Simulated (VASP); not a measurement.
# KZn5Pd (P4/mmm) in VASP: further runs

The runs below take KZn5Pd through single point, with PBE.

All numbers are computed with VASP 6.6.1; they aren't measurements. Logs are shortened: lines on timing, memory, paths and dates and some standing lists are left out, and cuts for length are marked.

### Step 1. The cell of the first run

The structure is tetragonal, space group P4/mmm (No. 123). Conventional cell: a = 4.074 Å, b = 4.074 Å, c = 7.155 Å, α = 90.00°, β = 90.00°, γ = 90.00°. K (site symmetry 4/mmm) has 12 Zn at 2.83 to 2.88 Å within 3.7 Å. Zn (site symmetry 2mm) has 2 Pd at 2.60 Å and 2 K at 2.83 Å and 7 Zn at 2.83 to 3.24 Å within 3.4 Å. Within 3.7 Å of Zn (site symmetry 4/mmm) lie 8 Zn at 2.83 Å and 4 K at 2.88 Å and 2 Pd at 3.58 Å. Pd (site symmetry 4/mmm) has 8 Zn at 2.60 Å within 3.4 Å.

### Step 2. Single point, PBE

Input file INCAR:

```
SYSTEM = KZn5Pd
ALGO     = Fast           ! electronic algorithm
EDIFF    = 1E-6           ! SCF threshold, eV
ENCUT    = 520            ! plane-wave cutoff, eV
GGA      = PE             ! functional
ISIF     = 2              ! what is computed and relaxed
ISMEAR   = 0              ! smearing method
LASPH    = .True.         ! aspherical terms in the spheres
LCHARG   = .False.        ! write CHGCAR
LREAL    = .False.        ! projectors in reciprocal space
LWAVE    = .False.        ! write WAVECAR
NBANDS   = 48             ! bands
NELM     = 100            ! most SCF steps
PREC     = Accurate       ! precision mode
SIGMA    = 0.1            ! smearing width, eV
```

Input file KPOINTS:

```
k-points
0
Gamma
  4 4 4
  0 0 0
```

Input file POSCAR:

```
KZn5Pd
1.0
    4.0737115257      0.0000000000      0.0000000000
    0.0000000000      4.0737115257      0.0000000000
    0.0000000000      0.0000000000      7.1548698621
K Zn Pd
1 5 1
Direct
    0.5000000000      0.5000000000      0.0000000000
    0.5000000000      0.0000000000      0.7262000000
    0.0000000000      0.5000000000      0.7262000000
    0.5000000000      0.0000000000      0.2738000000
    0.0000000000      0.5000000000      0.2738000000
    0.0000000000      0.0000000000      0.0000000000
    0.0000000000      0.0000000000      0.5000000000
```

Potentials or basis: VASP PAW PBE potentials, release 64 (K_sv, Zn, Pd).

Command:

```console
$ cat potpaw_PBE.64/K_sv/POTCAR potpaw_PBE.64/Zn/POTCAR potpaw_PBE.64/Pd/POTCAR > POTCAR
$ mpirun -np 1 vasp_std > vasp.out
```

OUTCAR:

```text
SYSTEM = KZn5Pd
   EDIFF = 1E-6
   ENCUT = 520
   GGA = PE
   ISIF = 2
   ISMEAR = 0
   LASPH = .True.
   LREAL = .False.
   NELM = 100
   PREC = Accurate

 ion  position               nearest neighbor table
   1  0.500  0.500  0.000-   2 2.83   3 2.83   4 2.83   5 2.83   2 2.83   4 2.83   3 2.83   5 2.83
                             6 2.88   6 2.88   6 2.88   6 2.88
   2  0.500  0.000  0.726-   7 2.60   7 2.60   1 2.83   1 2.83   6 2.83   6 2.83   3 2.88   3 2.88
                             3 2.88   3 2.88
   3  0.000  0.500  0.726-   7 2.60   7 2.60   1 2.83   6 2.83   6 2.83   1 2.83   2 2.88   2 2.88
                             2 2.88   2 2.88
   4  0.500  0.000  0.274-   7 2.60   7 2.60   1 2.83   1 2.83   6 2.83   6 2.83   5 2.88   5 2.88
                             5 2.88   5 2.88
   5  0.000  0.500  0.274-   7 2.60   7 2.60   1 2.83   6 2.83   6 2.83   1 2.83   4 2.88   4 2.88
                             4 2.88   4 2.88
   6  0.000  0.000  0.000-   2 2.83   3 2.83   4 2.83   5 2.83   3 2.83   5 2.83   2 2.83   4 2.83
                             1 2.88   1 2.88   1 2.88   1 2.88
   7  0.000  0.000  0.500-   2 2.60   3 2.60   4 2.60   5 2.60   3 2.60   5 2.60   2 2.60   4 2.60

  LATTYP: Found a simple tetragonal cell.
 ALAT       =     4.0737115257
 C/A-ratio  =     1.7563516260

  Lattice vectors:

 A1 = (   4.0737115257,   0.0000000000,   0.0000000000)
 A2 = (   0.0000000000,   4.0737115257,   0.0000000000)
 A3 = (   0.0000000000,   0.0000000000,   7.1548698621)

Analysis of symmetry for initial positions (statically):
=====================================================================
 Subroutine PRICEL returns:
 Original cell was already a primitive cell.

 Routine SETGRP: Setting up the symmetry group for a
 simple tetragonal supercell.

 Subroutine GETGRP returns: Found 16 space group operations
 (whereof 16 operations were pure point group operations)
 out of a pool of 16 trial point group operations.

The static configuration has the point symmetry D_4h.

Analysis of symmetry for dynamics (positions and initial velocities):
=====================================================================
 Subroutine PRICEL returns:
 Original cell was already a primitive cell.

 Routine SETGRP: Setting up the symmetry group for a
 simple tetragonal supercell.

 Subroutine GETGRP returns: Found 16 space group operations
 (whereof 16 operations were pure point group operations)
 out of a pool of 16 trial point group operations.

The dynamic configuration has the point symmetry D_4h.

 Subroutine INISYM returns: Found 16 space group operations
 (whereof 16 operations are pure point group operations),
 and found     1 'primitive' translations

----------------------------------------------------------------------------------------

                                     Primitive cell

  volume of cell :     118.7360

  direct lattice vectors                    reciprocal lattice vectors
     4.073711526  0.000000000  0.000000000     0.245476390  0.000000000  0.000000000
     0.000000000  4.073711526  0.000000000     0.000000000  0.245476390  0.000000000
     0.000000000  0.000000000  7.154869862     0.000000000  0.000000000  0.139764946

  length of vectors
     4.073711526  4.073711526  7.154869862     0.245476390  0.245476390  0.139764946

  position of ions in fractional coordinates (direct lattice)
     0.500000000  0.500000000  0.000000000
     0.500000000  0.000000000  0.726200000
     0.000000000  0.500000000  0.726200000
     0.500000000  0.000000000  0.273800000
     0.000000000  0.500000000  0.273800000
     0.000000000  0.000000000  0.000000000
     0.000000000  0.000000000  0.500000000

  ion indices of the primitive-cell ions
   primitive index   ion index
                 1           1
                 2           2
                 3           3
                 4           4
                 5           5
                 6           6
                 7           7

----------------------------------------------------------------------------------------

 KPOINTS: k-points

Automatic generation of k-mesh.
 Grid dimensions read from file:
 generate k-points for:    4    4    4

 Generating k-lattice:

  Cartesian coordinates                     Fractional coordinates (reciprocal lattice)
     0.061369098  0.000000000  0.000000000     0.250000000  0.000000000  0.000000000
     0.000000000  0.061369098  0.000000000     0.000000000  0.250000000  0.000000000
     0.000000000  0.000000000  0.034941237     0.000000000  0.000000000  0.250000000

  Length of vectors
     0.061369098  0.061369098  0.034941237

  Shift w.r.t. Gamma in fractional coordinates (k-lattice)
     0.000000000  0.000000000  0.000000000

 Subroutine IBZKPT returns following result:
 ===========================================

 Found     18 irreducible k-points:

 Following reciprocal coordinates:
            Coordinates               Weight
  0.000000  0.000000  0.000000      1.000000
  0.250000  0.000000  0.000000      4.000000
  0.500000  0.000000  0.000000      2.000000
  0.250000  0.250000  0.000000      4.000000
  0.500000  0.250000  0.000000      4.000000
  0.500000  0.500000  0.000000      1.000000
[... 10 lines left out ...]
  0.500000  0.250000  0.500000      4.000000
  0.500000  0.500000  0.500000      1.000000
   k-points           NKPTS =     18   k-points in BZ     NKDIM =     18   number of bands    NBANDS=     48
   number of dos      NEDOS =    301   number of ions     NIONS =      7
   total plane-waves  NPLWV =  48600
   dimension x,y,z NGX =    30 NGY =   30 NGZ =   54
   dimension x,y,z NGXF=    60 NGYF=   60 NGZF=  108
   ions per type =               1   5   1
   NGX,Y,Z   is equivalent  to a cutoff of  12.24, 12.24, 12.55 a.u.
   NGXF,Y,Z  is equivalent  to a cutoff of  24.49, 24.49, 25.09 a.u.
 SYSTEM =  KZn5Pd
   PREC   = accura    normal or accurate (medium, high low for compatibility)
   ISTART =      0    job   : 0-new  1-cont  2-samecut
   ICHARG =      2    charge: 1-file 2-atom 10-const
   ISPIN  =      1    spin polarized calculation?
   LNONCOLLINEAR =      F non collinear calculations
   LSORBIT =      F    spin-orbit coupling
   LASPH  =      T    aspherical Exc in radial PAW
   ENCUT  =  520.0 eV  38.22 Ry    6.18 a.u.   7.57  7.57 13.30*2*pi/ulx,y,z
   NELM   =    100;   NELMIN=  2; NELMDL= -5     # of ELM steps
   EDIFF  = 0.1E-05   stopping-criterion for ELM
   LREAL  =      F    real-space projection
   EDIFFG = 0.1E-04   stopping-criterion for IOM
   NSW    =      0    number of steps for IOM
   IBRION =     -1    ionic relax: 0-MD 1-quasi-New 2-CG
   NFREE  =      0    steps in history (QN), initial steepest desc. (CG)
   ISIF   =      2    stress and relaxation
   ISYM   =      2    0-nonsym 1-usesym 2-fastsym
   POTIM  = 0.5000    time-step for ionic-motion
   TEBEG  =    0.0;   TEEND  =   0.0 temperature during run
   PSTRESS=    0.0 pullay stress
   NELECT =      79.0000    total number of electrons
   NUPDOWN=      -1.0000    fix difference up-down
   EMIN   =  10.00;   EMAX   =-10.00  energy-range for DOS
   EFERMI =   0.00;   METHOD = LEGACY
   ISMEAR =     0;   SIGMA  =   0.10  broadening in eV -4-tet -1-fermi 0-gaus
   EFERMI_NEDOS =   21; number of points for ismear=-14 and -15
   IALGO  =     68    algorithm
   IMIX   =      4    mixing-type and parameters
     AMIX     =   0.40;   BMIX     =  1.00
     AMIX_MAG =   1.60;   BMIX_MAG =  1.00
  volume/ion in A,a.u.               =      16.96       114.47
  Fermi-wavevector in a.u.,A,eV,Ry     =   1.429189  2.700776 27.791017  2.042582
  Thomas-Fermi vector in A             =   2.549170
   LORBIT       =      0    0 simple, 1 ext, 2 COOP (PROOUT), +10 PAW based schemes
   GGA     = PE    functional components
   LHFCALC =     F    Hartree Fock is set to
   AEXX    =    0.0000 exact exchange contribution
   IVDW    =     0    specifies the selected vdW correction
   LEPSILON=     F    determine dielectric tensor
   LRPA    =     F    only Hartree local field effects (RPA)
 non-spin polarized calculation
 RMM-DIIS sequential band-by-band and
 Gauss-broadening in eV      SIGMA  =   0.10
  energy-cutoff  :      520.00
  volume of cell :      118.74
 maximum number of plane-waves:      3222
   NGX = 15   NGY = 15   NGZ = 27

 number of electron      78.9999973 magnetization

 Free energy of the ion-electron system (eV)
  ---------------------------------------------------
  ext. energy  EPLUGINS =         0.00000000
  ---------------------------------------------------
  free energy    TOTEN  =        -9.45537333 eV

  energy without entropy =       -9.43905014  energy(sigma->0) =       -9.44721173

 E-fermi :   3.6454     XC(G=0): -11.0513

 val. band max:        3.5885624268   @ k =   0.5000   0.5000   0.0000
 cond. band min:       3.6502050060   @ k =   0.2500   0.0000   0.5000
 fundamental gap:      0.0616425792
 Fermi energy:         3.6454210857

 k-point     1 :       0.0000    0.0000    0.0000
  band No.  band energies     occupation
      1     -26.8220      2.00000
      2     -10.8400      2.00000
      3     -10.5120      2.00000
      4     -10.5120      2.00000
      5      -5.1831      2.00000
      6      -4.2910      2.00000
[... 40 lines left out ...]
     47       8.9292      0.00000
     48       8.9293      0.00000

 k-point     2 :       0.2500    0.0000    0.0000
  band No.  band energies     occupation
      1     -26.8139      2.00000
      2     -10.8107      2.00000
      3     -10.7075      2.00000
      4     -10.5113      2.00000
      5      -4.6868      2.00000
      6      -4.1776      2.00000
[... 40 lines left out ...]
     47       8.3585      0.00000
     48       9.6359      0.00000

 k-point     3 :       0.5000    0.0000    0.0000
  band No.  band energies     occupation
      1     -26.8058      2.00000
      2     -10.8872      2.00000
      3     -10.7812      2.00000
      4     -10.5105      2.00000
      5      -4.2601      2.00000
      6      -4.1439      2.00000
[... 754 lines left out ...]
     47       9.1718      0.00000
     48       9.7016      0.00000

 k-point    18 :       0.5000    0.5000    0.5000
  band No.  band energies     occupation
      1     -26.7923      2.00000
      2     -10.7779      2.00000
      3     -10.7779      2.00000
      4     -10.7259      2.00000
      5      -4.2484      2.00000
      6      -4.2484      2.00000
[... 40 lines left out ...]
     47       8.0749      0.00000
     48       8.0750      0.00000

------------------------ aborting loop because EDIFF is reached ----------------------------------------

  FORCE on cell =-STRESS in cart. coord.  units (eV):
  Direction    XX          YY          ZZ          XY          YZ          ZX
  --------------------------------------------------------------------------------------
  -------------------------------------------------------------------------------------
  Total        9.9189157      9.9189157      7.5447176      0.0000000      0.0000000     -0.0000000
  in kB      133.8420253    133.8420253    101.8055106      0.0000000      0.0000000     -0.0000000
  external PRESSURE =     123.1631871 kB  Pullay stress =       0.0000000 kB

 VOLUME and BASIS-vectors are now :
 -----------------------------------------------------------------------------
  energy-cutoff  :      520.00
  volume of cell :      118.74
      direct lattice vectors                 reciprocal lattice vectors
     4.073711526  0.000000000  0.000000000     0.245476390  0.000000000  0.000000000
     0.000000000  4.073711526  0.000000000     0.000000000  0.245476390  0.000000000
     0.000000000  0.000000000  7.154869862     0.000000000  0.000000000  0.139764946

 POSITION                                       TOTAL-FORCE (eV/Angst)
 -----------------------------------------------------------------------------------
      2.03686      2.03686      0.00000         0.000000      0.000000      0.000000
      2.03686      0.00000      5.19587         0.000000      0.000000     -1.019123
      0.00000      2.03686      5.19587         0.000000     -0.000000     -1.019123
      2.03686      0.00000      1.95900        -0.000000      0.000000      1.019123
      0.00000      2.03686      1.95900        -0.000000     -0.000000      1.019123
      0.00000      0.00000      0.00000         0.000000      0.000000      0.000000
      0.00000      0.00000      3.57743         0.000000      0.000000      0.000000
 -----------------------------------------------------------------------------------
    total drift:                                0.000000      0.000000     -0.000000

  FREE ENERGIE OF THE ION-ELECTRON SYSTEM (eV)
  ---------------------------------------------------
  free  energy   TOTEN  =        -9.4553733303 eV

  energy  without entropy=       -9.4390501377  energy(sigma->0) =       -9.44721173
```

Wall time 76 s (1 thread of Intel Xeon 6975P-C (Granite Rapids), shared host); peak memory 0.26 GiB.

Results:

```
Free energy            : -9.4554 eV
Pressure               : 12.3 GPa
Largest force          : 1.019 eV/Å
Band gap on the k mesh : zero (an odd number of electrons rules out a gap without spin polarisation)
```

Forces on the atoms (eV/Å):
```
K    0.000  0.000  0.000
Zn   0.000  0.000 -1.019
Zn   0.000  0.000 -1.019
Zn   0.000  0.000  1.019
Zn   0.000  0.000  1.019
Zn   0.000  0.000  0.000
Pd   0.000  0.000  0.000
```

Caveat: the k points lie up to 0.39 Å⁻¹ apart, too coarse for converged energies and pressures of a metal; forces of over 1 eV/Å act on the atoms, so gaps and moduli don't describe the material at rest.

### Step 3. Single point, PBE

This run uses another cell than the first one, of 21.89 Å³/atom.

Input file INCAR:

```
PREC     = Accurate       # precision mode
ENCUT    = 520            # plane-wave cutoff, eV
EDIFF    = 1E-6           # SCF threshold, eV
ISMEAR   = 0              # smearing method
SIGMA    = 0.1            # smearing width, eV
LREAL    = False          # projectors in reciprocal space
LASPH    = True           # aspherical terms in the spheres
NELM     = 60             # most SCF steps
ALGO     = Fast           # electronic algorithm
ISIF     = 2              # what is computed and relaxed
LWAVE    = False          # write WAVECAR
LCHARG   = False          # write CHGCAR
GGA      = PE             # functional
NBANDS   = 48             # bands
```

Input file KPOINTS:

```
regular mesh
0
Gamma
  4 4 4
```

Input file POSCAR:

```
KZn5Pd
1.0
    4.4698625245      0.0000000000      0.0000000000
    0.0000000000      4.4698625245      0.0000000000
    0.0000000000      0.0000000000      7.6680466891
K Zn Pd
1 5 1
Direct
    0.5000000000      0.5000000000      0.0000000000
    0.5000000000      0.0000000000      0.6771858478
    0.0000000000      0.5000000000      0.6771858478
    0.5000000000      0.0000000000      0.3228141522
    0.0000000000      0.5000000000      0.3228141522
    0.0000000000      0.0000000000      0.0000000000
    0.0000000000      0.0000000000      0.5000000000
```

Potentials or basis: VASP PAW PBE potentials, release 64 (K_sv, Zn, Pd).

Command:

```console
$ cat potpaw_PBE.64/K_sv/POTCAR potpaw_PBE.64/Zn/POTCAR potpaw_PBE.64/Pd/POTCAR > POTCAR
$ mpirun -np 1 vasp_std > vasp.out
```

OUTCAR:

```text
PREC = Accurate
   ENCUT = 520
   EDIFF = 1E-6
   ISMEAR = 0
   LREAL = False
   LASPH = True
   NELM = 60
   ISIF = 2
   GGA = PE

 ion  position               nearest neighbor table
   1  0.500  0.500  0.000-   6 3.16   6 3.16   6 3.16   6 3.16   2 3.34   2 3.34   4 3.34   3 3.34
                             3 3.34   5 3.34   4 3.34   5 3.34
   2  0.500  0.000  0.677-   7 2.62   7 2.62   4 2.72   1 3.34   1 3.34
   3  0.000  0.500  0.677-   7 2.62   7 2.62   5 2.72   1 3.34   1 3.34
   4  0.500  0.000  0.323-   7 2.62   7 2.62   2 2.72   1 3.34   1 3.34
   5  0.000  0.500  0.323-   7 2.62   7 2.62   3 2.72   1 3.34   1 3.34
   6  0.000  0.000  0.000-   1 3.16   1 3.16   1 3.16   1 3.16
[... 1122 lines left out ...]
  Total        0.2138003      0.2138003      0.0777340      0.0000000      0.0000000     -0.0000000
  in kB        2.2358658      2.2358658      0.8129211      0.0000000      0.0000000     -0.0000000
  external PRESSURE =       1.7615509 kB  Pullay stress =       0.0000000 kB

 VOLUME and BASIS-vectors are now :
 -----------------------------------------------------------------------------
  energy-cutoff  :      520.00
  volume of cell :      153.21
      direct lattice vectors                 reciprocal lattice vectors
     4.469862524  0.000000000  0.000000000     0.223720527  0.000000000  0.000000000
     0.000000000  4.469862524  0.000000000     0.000000000  0.223720527  0.000000000
     0.000000000  0.000000000  7.668046689     0.000000000  0.000000000  0.130411308

 POSITION                                       TOTAL-FORCE (eV/Angst)
 -----------------------------------------------------------------------------------
      2.23493      2.23493      0.00000         0.000000      0.000000      0.000000
      2.23493      0.00000      5.19269         0.000000     -0.000000      0.000141
      0.00000      2.23493      5.19269        -0.000000      0.000000      0.000141
      2.23493      0.00000      2.47535        -0.000000     -0.000000     -0.000141
      0.00000      2.23493      2.47535         0.000000      0.000000     -0.000141
      0.00000      0.00000      0.00000         0.000000      0.000000      0.000000
      0.00000      0.00000      3.83402         0.000000      0.000000      0.000000
 -----------------------------------------------------------------------------------
    total drift:                                0.000000      0.000000      0.000000

  FREE ENERGIE OF THE ION-ELECTRON SYSTEM (eV)
  ---------------------------------------------------
  free  energy   TOTEN  =       -11.1154779311 eV

  energy  without entropy=      -11.1124024455  energy(sigma->0) =      -11.11394019
```

OSZICAR:

```text
N       E                     dE             d eps       ncg     rms          rms(c)
DAV:   1     0.641693368272E+03    0.64169E+03   -0.37409E+04  1728   0.213E+03
DAV:   2     0.562747947778E+02   -0.58542E+03   -0.55741E+03  1728   0.482E+02
DAV:   3    -0.844569447936E+01   -0.64720E+02   -0.63011E+02  1936   0.158E+02
DAV:   4    -0.115583555678E+02   -0.31127E+01   -0.31043E+01  2480   0.276E+01
DAV:   5    -0.116217802202E+02   -0.63425E-01   -0.63402E-01  2416   0.271E+00    0.933E+00
RMM:   6    -0.111975706368E+02    0.42421E+00   -0.17704E+00  1784   0.932E+00    0.573E+00
RMM:   7    -0.111334141384E+02    0.64156E-01   -0.25813E-01  1883   0.368E+00    0.193E+00
RMM:   8    -0.111178868423E+02    0.15527E-01   -0.93654E-02  1875   0.136E+00    0.501E-01
RMM:   9    -0.111152850987E+02    0.26017E-02   -0.14802E-02  2024   0.720E-01    0.179E-01
RMM:  10    -0.111153783532E+02   -0.93254E-04   -0.23406E-03  2197   0.229E-01    0.581E-02
RMM:  11    -0.111154471934E+02   -0.68840E-04   -0.71507E-04  2304   0.155E-01    0.327E-02
RMM:  12    -0.111154651311E+02   -0.17938E-04   -0.22815E-04  2611   0.617E-02    0.172E-02
RMM:  13    -0.111154737811E+02   -0.86500E-05   -0.73601E-05  2749   0.309E-02    0.871E-03
RMM:  14    -0.111154759015E+02   -0.21204E-05   -0.31229E-05  2466   0.188E-02    0.387E-03
RMM:  15    -0.111154772816E+02   -0.13801E-05   -0.13135E-05  1917   0.107E-02    0.143E-03
RMM:  16    -0.111154779311E+02   -0.64956E-06   -0.68636E-06  1771   0.812E-03
   1 F= -.11115478E+02 E0= -.11113940E+02  d E =-.307549E-02
```

Wall time 83 s (1 thread of Intel Xeon 6975P-C (Granite Rapids), shared host); peak memory 0.33 GiB.

Results:

- Free energy: -11.1155 eV
- Pressure: 0.2 GPa
- Band gap on the k mesh: zero (an odd number of electrons rules out a gap without spin polarisation)
